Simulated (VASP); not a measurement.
# TiSi2 (Immm) in VASP: notebook, part 2 of 3

VASP 6.6.1. The steps go on from the part before.

## Step 3: Single point, PBEsol

INCAR

```
SYSTEM = TiSi2
PREC = Accurate ; ENCUT = 520
EDIFF = 1E-6 ; ISMEAR = -1
SIGMA = 0.05 ; LREAL = .FALSE.
LASPH = .TRUE. ; NELM = 60
ALGO = Normal ; ISIF = 2
LWAVE = .FALSE. ; LCHARG = .FALSE.
GGA = PS ; NBANDS = 17
```

KPOINTS

```
regular mesh
0
G
  12 12 12
  0 0 0
```

POSCAR

```
TiSi2
1.0
   -1.4428049511      1.6771787643      4.1260979956
    1.4428049511     -1.6771787643      4.1260979956
    1.4428049511      1.6771787643     -4.1260979956
Ti Si
1 2
Direct
    0.0000000000      0.0000000000      0.0000000000
    0.6700780000      0.6700780000      0.0000000000
    0.3299220000      0.3299220000      0.0000000000
```

Potentials or basis: VASP PAW PBE potentials, release 64 (Ti_sv, Si).

Started as:

```sh
> cat potpaw_PBE.64/Ti_sv/POTCAR potpaw_PBE.64/Si/POTCAR > POTCAR
> mpirun -np 1 vasp_std > vasp.out
```

OUTCAR:

```text
SYSTEM = TiSi2
   PREC = Accurate
   ENCUT = 520
   EDIFF = 1E-6
   ISMEAR = -1
   LREAL = .FALSE.
   LASPH = .TRUE.
   NELM = 60
   ISIF = 2
   GGA = PS

 ion  position               nearest neighbor table
   1  0.000  0.000  0.000-   2 2.62   2 2.62   2 2.62   3 2.62   2 2.62   3 2.62   3 2.62   3 2.62
                             2 2.72   3 2.72
   2  0.670  0.670  0.000-   3 2.58   3 2.58   3 2.58   3 2.58   1 2.62   1 2.62   1 2.62   1 2.62
                             1 2.72   3 2.81
   3  0.330  0.330  0.000-   2 2.58   2 2.58   2 2.58   2 2.58   1 2.62   1 2.62   1 2.62   1 2.62
                             1 2.72   2 2.81

  LATTYP: Found a body centered orthorhombic cell.
 ALAT       =     2.8856099022
 B/A-ratio  =     1.1624431723
 C/A-ratio  =     2.8597753234

  Lattice vectors:

 A1 = (  -1.4428049511,   1.6771787643,   4.1260979956)
 A2 = (   1.4428049511,  -1.6771787643,   4.1260979956)
 A3 = (   1.4428049511,   1.6771787643,  -4.1260979956)

Analysis of symmetry for initial positions (statically):
=====================================================================
 Subroutine PRICEL returns:
 Original cell was already a primitive cell.

 Routine SETGRP: Setting up the symmetry group for a
 body centered orthorhombic supercell.

 Subroutine GETGRP returns: Found  8 space group operations
 (whereof  8 operations were pure point group operations)
 out of a pool of  8 trial point group operations.

The static configuration has the point symmetry D_2h.

Analysis of symmetry for dynamics (positions and initial velocities):
=====================================================================
 Subroutine PRICEL returns:
 Original cell was already a primitive cell.

 Routine SETGRP: Setting up the symmetry group for a
 body centered orthorhombic supercell.

 Subroutine GETGRP returns: Found  8 space group operations
 (whereof  8 operations were pure point group operations)
 out of a pool of  8 trial point group operations.

The dynamic configuration has the point symmetry D_2h.

 Subroutine INISYM returns: Found  8 space group operations
 (whereof  8 operations are pure point group operations),
 and found     1 'primitive' translations

----------------------------------------------------------------------------------------

                                     Primitive cell

  volume of cell :      39.9380

  direct lattice vectors                    reciprocal lattice vectors
    -1.442804951  1.677178764  4.126097996     0.000000000  0.298119682  0.121179865
     1.442804951 -1.677178764  4.126097996     0.346547189  0.000000000  0.121179865
     1.442804951  1.677178764 -4.126097996     0.346547189  0.298119682  0.000000000

  length of vectors
     4.681805144  4.681805144  4.681805144     0.321807248  0.367123295  0.457132693

  position of ions in fractional coordinates (direct lattice)
     0.000000000  0.000000000  0.000000000
     0.670078000  0.670078000  0.000000000
     0.329922000  0.329922000  0.000000000

  ion indices of the primitive-cell ions
   primitive index   ion index
[... 21 lines left out ...]

  Shift w.r.t. Gamma in fractional coordinates (k-lattice)
     0.000000000  0.000000000  0.000000000

 Subroutine IBZKPT returns following result:
 ===========================================

 Found    280 irreducible k-points:

 Following reciprocal coordinates:
            Coordinates               Weight
  0.000000  0.000000  0.000000      1.000000
  0.083333 -0.000000  0.000000      4.000000
  0.166667 -0.000000  0.000000      4.000000
  0.250000 -0.000000  0.000000      4.000000
  0.333333 -0.000000  0.000000      4.000000
  0.416667 -0.000000  0.000000      4.000000
[... 16 lines left out ...]
  0.250000  0.166667  0.000000      8.000000
  0.333333  0.166667 -0.000000      8.000000
 [... further k-points ...]
   k-points           NKPTS =    280   k-points in BZ     NKDIM =    280   number of bands    NBANDS=     17
   number of dos      NEDOS =    301   number of ions     NIONS =      3
   total plane-waves  NPLWV =  46656
   dimension x,y,z NGX =    36 NGY =   36 NGZ =   36
   dimension x,y,z NGXF=    72 NGYF=   72 NGZF=   72
   ions per type =               1   2
   NGX,Y,Z   is equivalent  to a cutoff of  12.78, 12.78, 12.78 a.u.
   NGXF,Y,Z  is equivalent  to a cutoff of  25.57, 25.57, 25.57 a.u.
 SYSTEM =  TiSi2
   PREC   = accura    normal or accurate (medium, high low for compatibility)
   ISTART =      0    job   : 0-new  1-cont  2-samecut
   ICHARG =      2    charge: 1-file 2-atom 10-const
   ISPIN  =      1    spin polarized calculation?
   LNONCOLLINEAR =      F non collinear calculations
   LSORBIT =      F    spin-orbit coupling
   LASPH  =      T    aspherical Exc in radial PAW
   ENCUT  =  520.0 eV  38.22 Ry    6.18 a.u.   8.71  8.71  8.71*2*pi/ulx,y,z
   NELM   =     60;   NELMIN=  2; NELMDL= -5     # of ELM steps
   EDIFF  = 0.1E-05   stopping-criterion for ELM
   LREAL  =      F    real-space projection
   EDIFFG = 0.1E-04   stopping-criterion for IOM
   NSW    =      0    number of steps for IOM
   IBRION =     -1    ionic relax: 0-MD 1-quasi-New 2-CG
   NFREE  =      0    steps in history (QN), initial steepest desc. (CG)
   ISIF   =      2    stress and relaxation
   ISYM   =      2    0-nonsym 1-usesym 2-fastsym
   POTIM  = 0.5000    time-step for ionic-motion
   TEBEG  =    0.0;   TEEND  =   0.0 temperature during run
   PSTRESS=    0.0 pullay stress
   NELECT =      20.0000    total number of electrons
   NUPDOWN=      -1.0000    fix difference up-down
   EMIN   =  10.00;   EMAX   =-10.00  energy-range for DOS
   EFERMI =   0.00;   METHOD = LEGACY
   ISMEAR =    -1;   SIGMA  =   0.05  broadening in eV -4-tet -1-fermi 0-gaus
   EFERMI_NEDOS =   21; number of points for ismear=-14 and -15
   IALGO  =     38    algorithm
   IMIX   =      4    mixing-type and parameters
     AMIX     =   0.40;   BMIX     =  1.00
     AMIX_MAG =   1.60;   BMIX_MAG =  1.00
  volume/ion in A,a.u.               =      13.31        89.84
  Fermi-wavevector in a.u.,A,eV,Ry     =   1.300038  2.456715 22.995185  1.690098
  Thomas-Fermi vector in A             =   2.431263
   LORBIT       =      0    0 simple, 1 ext, 2 COOP (PROOUT), +10 PAW based schemes
   GGA     = PS    functional components
   LHFCALC =     F    Hartree Fock is set to
   AEXX    =    0.0000 exact exchange contribution
   IVDW    =     0    specifies the selected vdW correction
   LEPSILON=     F    determine dielectric tensor
   LRPA    =     F    only Hartree local field effects (RPA)
 non-spin polarized calculation
  energy-cutoff  :      520.00
  volume of cell :       39.94
 maximum number of plane-waves:      1113
   NGX = 17   NGY = 17   NGZ = 17

 number of electron      20.0000002 magnetization

 Free energy of the ion-electron system (eV)
  ---------------------------------------------------
  ext. energy  EPLUGINS =         0.00000000
  ---------------------------------------------------
  free energy    TOTEN  =       -21.31830596 eV

  energy without entropy =      -21.30796347  energy(sigma->0) =      -21.31313472

 E-fermi :  10.6780     XC(G=0): -12.0556

 val. band max:       10.6718110255   @ k =   0.5000   0.5000   0.3333
 cond. band min:      10.6797345466   @ k =  -0.2500  -0.4167   0.0833
 fundamental gap:      0.0079235212
 Fermi energy:        10.6780056282

 k-point     1 :       0.0000    0.0000    0.0000
  band No.  band energies     occupation
      1     -45.1455      2.00000
      2     -21.6038      2.00000
      3     -21.5717      2.00000
      4     -21.2859      2.00000
      5      -2.2848      2.00000
      6       5.6878      2.00000
[... 457 lines left out ...]
      4     -21.3857      2.00000
      5       0.0178      2.00000
      6       3.3913      2.00000
[... 9 lines left out ...]
     16      16.3626      0.00000
     17      18.9211      0.00000

 [... further k-points ...]

------------------------ aborting loop because EDIFF is reached ----------------------------------------

  FORCE on cell =-STRESS in cart. coord.  units (eV):
  Direction    XX          YY          ZZ          XY          YZ          ZX
  --------------------------------------------------------------------------------------
  -------------------------------------------------------------------------------------
  Total        1.4851515      1.5444222      1.4108364      0.0000000      0.0000000      0.0000000
  in kB       59.5792220     61.9569602     56.5979547      0.0000000      0.0000000      0.0000000
  external PRESSURE =      59.3780457 kB  Pullay stress =       0.0000000 kB

 VOLUME and BASIS-vectors are now :
 -----------------------------------------------------------------------------
  energy-cutoff  :      520.00
  volume of cell :       39.94
      direct lattice vectors                 reciprocal lattice vectors
    -1.442804951  1.677178764  4.126097996     0.000000000  0.298119682  0.121179865
     1.442804951 -1.677178764  4.126097996     0.346547189  0.000000000  0.121179865
     1.442804951  1.677178764 -4.126097996     0.346547189  0.298119682  0.000000000

 POSITION                                       TOTAL-FORCE (eV/Angst)
 -----------------------------------------------------------------------------------
      0.00000      0.00000      0.00000        -0.000000     -0.000000     -0.000000
      0.00000      0.00000      5.52961         0.000000     -0.000000     -0.026035
      0.00000      0.00000      2.72258        -0.000000      0.000000      0.026035
 -----------------------------------------------------------------------------------
    total drift:                               -0.000000      0.000000     -0.000000

  FREE ENERGIE OF THE ION-ELECTRON SYSTEM (eV)
  ---------------------------------------------------
  free  energy   TOTEN  =       -21.3183059631 eV

  energy  without entropy=      -21.3079634707  energy(sigma->0) =      -21.31313472
```

OSZICAR:

```text
N       E                     dE             d eps       ncg     rms          rms(c)
DAV:   1     0.131366505656E+03    0.13137E+03   -0.96743E+03  9536   0.123E+03
DAV:   2    -0.141724014658E+02   -0.14554E+03   -0.14162E+03  9811   0.318E+02
DAV:   3    -0.228302899702E+02   -0.86579E+01   -0.84624E+01 14311   0.717E+01
DAV:   4    -0.230647762856E+02   -0.23449E+00   -0.23373E+00 11818   0.107E+01
DAV:   5    -0.230721757564E+02   -0.73995E-02   -0.73980E-02 14583   0.179E+00    0.138E+01
DAV:   6    -0.216586764286E+02    0.14135E+01   -0.13855E+01 12324   0.339E+01    0.510E+00
DAV:   7    -0.213636141348E+02    0.29506E+00   -0.25652E+00 11993   0.138E+01    0.392E+00
DAV:   8    -0.213268897363E+02    0.36724E-01   -0.39052E-01 11560   0.579E+00    0.960E-01
DAV:   9    -0.213192750226E+02    0.76147E-02   -0.10423E-01 11372   0.328E+00    0.459E-01
DAV:  10    -0.213182964401E+02    0.97858E-03   -0.57740E-03 12344   0.646E-01    0.157E-01
DAV:  11    -0.213183661079E+02   -0.69668E-04   -0.21598E-03 12894   0.387E-01    0.113E-01
DAV:  12    -0.213183079075E+02    0.58200E-04   -0.41566E-04 11667   0.206E-01    0.132E-02
DAV:  13    -0.213183065059E+02    0.14015E-05   -0.96450E-06 11288   0.315E-02    0.147E-02
DAV:  14    -0.213183059631E+02    0.54279E-06   -0.29985E-06 10585   0.166E-02
   1 F= -.21318306E+02 E0= -.21313135E+02  d E =-.103425E-01
```

Run time: 3.6 min. Hardware: 1 thread of Intel Xeon Platinum 8259CL at 2.50GHz (Skylake/Cascade Lake), shared host; peak memory 0.33 GiB.

What came out:

```
Free energy            : -21.3183 eV
Pressure               : 5.9 GPa
Largest force          : 0.026 eV/Å
Band gap on the k mesh : zero (band 10 reaches 12.12 eV, above the bottom of band 11 at 9.62 eV)
```

Forces in eV/Å, atoms in the order of the input:
```
Ti   0.000  0.000  0.000
Si   0.000  0.000 -0.026
Si   0.000  0.000  0.026
```

Stress tensor (GPa, compression positive):
```
5.96 0.00 0.00
0.00 6.20 0.00
0.00 0.00 5.66
```

Levels at points of the mesh, in eV from the Fermi level:
| k point | band 8 | band 9 | band 10 | band 11 | band 12 | band 13 |
| --- | --- | --- | --- | --- | --- | --- |
| (0.00, 0.00, 0.00) | -2.25 | -0.71 | 0.83 | 2.16 | 2.59 | 3.37 |
| (0.50, 0.00, 0.00) | -3.85 | -0.75 | 1.03 | 2.18 | 2.80 | 3.86 |
| (0.00, 0.50, 0.00) | -3.49 | -1.00 | -0.50 | 1.00 | 2.94 | 3.69 |
| (0.50, 0.50, 0.00) | -4.57 | -3.03 | -1.42 | -0.60 | 3.03 | 3.17 |
| (0.50, 0.50, 0.50) | -1.29 | -0.43 | 0.48 | 2.12 | 2.66 | 2.68 |

Caveat: the PAW data sets were made with another functional, which shifts forces and pressure a little.

## Step 4: Single point, PBE+D3(BJ)

This run uses another cell than the first one, of 13.57 Å³/atom, 1.019 times its volume.

INCAR

```
  ALGO = Normal
  EDIFF = 1E-6
  ENCUT = 520
  GGA = PE
  ISIF = 2
  ISMEAR = -1
  IVDW = 12
  LASPH = T
  LCHARG = F
  LREAL = F
  LWAVE = F
  NBANDS = 17
  NELM = 80
  PREC = Accurate
  SIGMA = 0.05
```

KPOINTS

```
k-points
0
Gamma
  12 12 12
```

POSCAR

```
TiSi2
1.0
   -1.4532608747      1.6889673539      4.1464791504
    1.4532608747     -1.6889673539      4.1464791504
    1.4532608747      1.6889673539     -4.1464791504
Ti Si
1 2
Direct
    0.0000000000      0.0000000000      0.0000000000
    0.6701885835      0.6701885835      0.0000000000
    0.3298114165      0.3298114165      0.0000000000
```

Started as:

```sh
> cat potpaw_PBE.64/Ti_sv/POTCAR potpaw_PBE.64/Si/POTCAR > POTCAR
> mpirun -np 1 vasp_std > vasp.out
```

Run time: 3.5 min. Hardware: 1 thread of Intel Xeon Platinum 8259CL at 2.50GHz (Skylake/Cascade Lake), shared host; peak memory 0.34 GiB.

The run converged. Its results:

```yaml
Free_energy: -21.4859 eV
Pressure: -0.1 GPa
Band_gap_on_the_k_mesh: zero (band 10 reaches 11.92 eV, above the bottom of band 11 at 9.49 eV)
Dispersion_energy_per_atom: -0.555 eV
```

Levels at points of the mesh, in eV from the Fermi level:
```csv
k point,band 6,band 7,band 8,band 9,band 10,band 11,band 12,band 13,band 14,band 15
"(0.00, 0.00, 0.00)",-4.91,-4.08,-2.23,-0.68,0.80,2.12,2.53,3.28,4.00,4.28
"(0.50, 0.00, 0.00)",-9.32,-4.43,-3.81,-0.72,1.00,2.14,2.72,3.76,4.19,5.69
"(0.00, 0.50, 0.00)",-8.32,-3.67,-3.45,-0.98,-0.47,0.99,2.86,3.59,4.21,4.53
"(0.50, 0.50, 0.00)",-5.49,-5.22,-4.63,-2.99,-1.36,-0.63,2.92,3.08,3.28,3.72
"(0.50, 0.50, 0.50)",-9.00,-1.35,-1.32,-0.40,0.48,2.08,2.58,2.59,3.91,4.10
```

Caveat: pairwise dispersion overbinds metals, which lowers pressure and volume.

(Continued in part 3 of 3.)
